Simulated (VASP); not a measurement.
# As4S (P-43m) in VASP: single point with PBE

Aim: the single point of As4S with PBE.

Everything below comes from runs of VASP 6.6.1. Logs are shortened: lines on timing, memory, paths and dates and some standing lists are left out, and cuts for length are marked.

## Step 1: The cell of the first run

Symmetry: P-43m, No. 215, cubic system. Conventional cell: a = 5.066 Å, b = 5.066 Å, c = 5.066 Å, α = 90.00°, β = 90.00°, γ = 90.00°. As (site symmetry 3m) has 1 S at 2.19 Å within 2.9 Å. Within 2.9 Å of S (site symmetry -43m) lie 4 As at 2.19 Å.

## Step 2: Single point, PBE

The input, INCAR:

```
SYSTEM = As4S
ALGO     = Normal         ! electronic algorithm
EDIFF    = 1E-6           ! SCF threshold, eV
ENCUT    = 520            ! plane-wave cutoff, eV
GGA      = PE             ! functional
ISIF     = 2              ! what is computed and relaxed
ISMEAR   = 0              ! smearing method
LASPH    = .TRUE.         ! aspherical terms in the spheres
LCHARG   = .FALSE.        ! write CHGCAR
LREAL    = .FALSE.        ! projectors in reciprocal space
LWAVE    = .FALSE.        ! write WAVECAR
NBANDS   = 21             ! bands
NELM     = 80             ! most SCF steps
PREC     = Accurate       ! precision mode
SIGMA    = 0.1            ! smearing width, eV
```

The input, KPOINTS:

```
k-points
0
G
  4 4 4
  0 0 0
```

The input, POSCAR:

```
As4S
1.0
    5.0656709700      0.0000000000      0.0000000000
    0.0000000000      5.0656709700      0.0000000000
    0.0000000000      0.0000000000      5.0656709700
As S
4 1
Direct
    0.2500000000      0.2500000000      0.2500000000
    0.7500000000      0.7500000000      0.2500000000
    0.2500000000      0.7500000000      0.7500000000
    0.7500000000      0.2500000000      0.7500000000
    0.0000000000      0.0000000000      0.0000000000
```

Potentials or basis: VASP PAW PBE potentials, release 64 (As, S).

Started as:

```
$ cat potpaw_PBE.64/As/POTCAR potpaw_PBE.64/S/POTCAR > POTCAR
$ mpirun -np 1 vasp_std > vasp.out
```

OUTCAR:

```text
SYSTEM = As4S
   EDIFF = 1E-6
   ENCUT = 520
   GGA = PE
   ISIF = 2
   ISMEAR = 0
   LASPH = .TRUE.
   LREAL = .FALSE.
   NELM = 80
   PREC = Accurate

 ion  position               nearest neighbor table
   1  0.250  0.250  0.250-   5 2.19
   2  0.750  0.750  0.250-   5 2.19
   3  0.250  0.750  0.750-   5 2.19
   4  0.750  0.250  0.750-   5 2.19
   5  0.000  0.000  0.000-   1 2.19   2 2.19   3 2.19   4 2.19

  LATTYP: Found a simple cubic cell.
 ALAT       =     5.0656709700

  Lattice vectors:

 A1 = (   5.0656709700,   0.0000000000,   0.0000000000)
 A2 = (   0.0000000000,   5.0656709700,   0.0000000000)
 A3 = (   0.0000000000,   0.0000000000,   5.0656709700)

Analysis of symmetry for initial positions (statically):
=====================================================================
 Subroutine PRICEL returns:
 Original cell was already a primitive cell.

 Routine SETGRP: Setting up the symmetry group for a
 simple cubic supercell.

 Subroutine GETGRP returns: Found 24 space group operations
 (whereof 24 operations were pure point group operations)
 out of a pool of 48 trial point group operations.

The static configuration has the point symmetry T_d .

Analysis of symmetry for dynamics (positions and initial velocities):
=====================================================================
 Subroutine PRICEL returns:
 Original cell was already a primitive cell.

 Routine SETGRP: Setting up the symmetry group for a
 simple cubic supercell.

 Subroutine GETGRP returns: Found 24 space group operations
 (whereof 24 operations were pure point group operations)
 out of a pool of 48 trial point group operations.

The dynamic configuration has the point symmetry T_d .

 Subroutine INISYM returns: Found 24 space group operations
 (whereof 24 operations are pure point group operations),
 and found     1 'primitive' translations

----------------------------------------------------------------------------------------

                                     Primitive cell

  volume of cell :     129.9903

  direct lattice vectors                    reciprocal lattice vectors
     5.065670970  0.000000000  0.000000000     0.197407215  0.000000000  0.000000000
     0.000000000  5.065670970  0.000000000     0.000000000  0.197407215  0.000000000
     0.000000000  0.000000000  5.065670970     0.000000000  0.000000000  0.197407215

  length of vectors
[... 73 lines left out ...]
   EDIFF  = 0.1E-05   stopping-criterion for ELM
   LREAL  =      F    real-space projection
   EDIFFG = 0.1E-04   stopping-criterion for IOM
   NSW    =      0    number of steps for IOM
   IBRION =     -1    ionic relax: 0-MD 1-quasi-New 2-CG
   NFREE  =      0    steps in history (QN), initial steepest desc. (CG)
   ISIF   =      2    stress and relaxation
   ISYM   =      2    0-nonsym 1-usesym 2-fastsym
   POTIM  = 0.5000    time-step for ionic-motion
   TEBEG  =    0.0;   TEEND  =   0.0 temperature during run
   PSTRESS=    0.0 pullay stress
   NELECT =      26.0000    total number of electrons
   NUPDOWN=      -1.0000    fix difference up-down
   EMIN   =  10.00;   EMAX   =-10.00  energy-range for DOS
   EFERMI =   0.00;   METHOD = LEGACY
   ISMEAR =     0;   SIGMA  =   0.10  broadening in eV -4-tet -1-fermi 0-gaus
   EFERMI_NEDOS =   21; number of points for ismear=-14 and -15
   IALGO  =     38    algorithm
   IMIX   =      4    mixing-type and parameters
     AMIX     =   0.40;   BMIX     =  1.00
     AMIX_MAG =   1.60;   BMIX_MAG =  1.00
  volume/ion in A,a.u.               =      26.00       175.44
  Fermi-wavevector in a.u.,A,eV,Ry     =   0.957405  1.809233 12.471428  0.916624
  Thomas-Fermi vector in A             =   2.086420
   LORBIT       =      0    0 simple, 1 ext, 2 COOP (PROOUT), +10 PAW based schemes
   GGA     = PE    functional components
   LHFCALC =     F    Hartree Fock is set to
   AEXX    =    0.0000 exact exchange contribution
   IVDW    =     0    specifies the selected vdW correction
   LEPSILON=     F    determine dielectric tensor
   LRPA    =     F    only Hartree local field effects (RPA)
 non-spin polarized calculation
 Gauss-broadening in eV      SIGMA  =   0.10
  energy-cutoff  :      520.00
  volume of cell :      129.99
 maximum number of plane-waves:      3532
 NGX is ok and might be reduce to    40
   NGX = 19   NGY = 19   NGZ = 19

 number of electron      26.0000006 magnetization

 Free energy of the ion-electron system (eV)
  ---------------------------------------------------
  ext. energy  EPLUGINS =         0.00000000
  ---------------------------------------------------
  free energy    TOTEN  =       -17.98186380 eV

  energy without entropy =      -17.95837194  energy(sigma->0) =      -17.97011787

 E-fermi :   3.4381     XC(G=0):  -9.0873

 val. band max:        3.3985540726   @ k =   0.0000   0.0000   0.0000
 cond. band min:       3.4447500987   @ k =   0.0000   0.0000   0.0000
 fundamental gap:      0.0461960261
 Fermi energy:         3.4380821032

 k-point     1 :       0.0000    0.0000    0.0000
  band No.  band energies     occupation
      1     -13.6373      2.00000
      2      -7.5151      2.00000
      3      -7.5151      2.00000
      4      -7.5151      2.00000
      5      -6.4601      2.00000
      6      -1.4329      2.00000
[... 229 lines left out ...]
     20       6.4562      0.00000
     21      10.0886      0.00000

------------------------ aborting loop because EDIFF is reached ----------------------------------------

  FORCE on cell =-STRESS in cart. coord.  units (eV):
  Direction    XX          YY          ZZ          XY          YZ          ZX
  --------------------------------------------------------------------------------------
  -------------------------------------------------------------------------------------
  Total       -0.4480620     -0.4480620     -0.4480620     -0.0000000      0.0000000     -0.0000000
  in kB       -5.5225261     -5.5225261     -5.5225261     -0.0000000      0.0000000     -0.0000000
  external PRESSURE =      -5.5225261 kB  Pullay stress =       0.0000000 kB

 VOLUME and BASIS-vectors are now :
 -----------------------------------------------------------------------------
  energy-cutoff  :      520.00
  volume of cell :      129.99
      direct lattice vectors                 reciprocal lattice vectors
     5.065670970  0.000000000  0.000000000     0.197407215  0.000000000  0.000000000
     0.000000000  5.065670970  0.000000000     0.000000000  0.197407215  0.000000000
     0.000000000  0.000000000  5.065670970     0.000000000  0.000000000  0.197407215

 POSITION                                       TOTAL-FORCE (eV/Angst)
 -----------------------------------------------------------------------------------
      1.26642      1.26642      1.26642         1.134246      1.134246      1.134246
      3.79925      3.79925      1.26642        -1.134246     -1.134246      1.134246
      1.26642      3.79925      3.79925         1.134246     -1.134246     -1.134246
      3.79925      1.26642      3.79925        -1.134246      1.134246     -1.134246
      0.00000      0.00000      0.00000        -0.000000      0.000000      0.000000
 -----------------------------------------------------------------------------------
    total drift:                                0.000000     -0.000000     -0.000000

  FREE ENERGIE OF THE ION-ELECTRON SYSTEM (eV)
  ---------------------------------------------------
  free  energy   TOTEN  =       -17.9818638017 eV

  energy  without entropy=      -17.9583719363  energy(sigma->0) =      -17.97011787
```

stdout:

```text
POSCAR found type information on POSCAR AsS
 POSCAR found :  2 types and       5 ions
 scaLAPACK will be used
 LDA part: xc-table for (Slater+PW92), standard interpolation
 POSCAR, INCAR and KPOINTS ok, starting setup
 FFT: planning ... GRIDC
 FFT: planning ... GRID_SOFT
 FFT: planning ... GRID
 WAVECAR not read
 entering main loop
```

It took 23 s on 1 thread of Intel Xeon Platinum 8488C (Sapphire Rapids), shared host; peak memory 0.24 GiB.

Results:

```
Free energy            : -17.9819 eV
Pressure               : -0.6 GPa
Band gap on the k mesh : zero (band 13 reaches 4.33 eV, above the bottom of band 14 at 3.21 eV)
```

Levels at points of the mesh, in eV from the Fermi level:
```csv
k point,band 9,band 10,band 11,band 12,band 13,band 14,band 15,band 16,band 17,band 18
"(0.00, 0.00, 0.00)",-3.59,-3.59,-0.04,-0.04,-0.04,0.01,1.22,1.22,1.22,2.71
"(0.50, 0.00, 0.00)",-2.60,-2.02,-1.60,-1.44,-0.14,-0.14,0.46,0.46,1.44,2.36
"(0.50, 0.50, 0.00)",-2.60,-2.60,-2.08,-1.27,0.08,0.08,0.75,1.52,2.28,2.41
"(0.50, 0.50, 0.50)",-1.92,-1.92,-1.92,-0.18,0.89,0.89,1.55,1.55,1.55,3.02
```
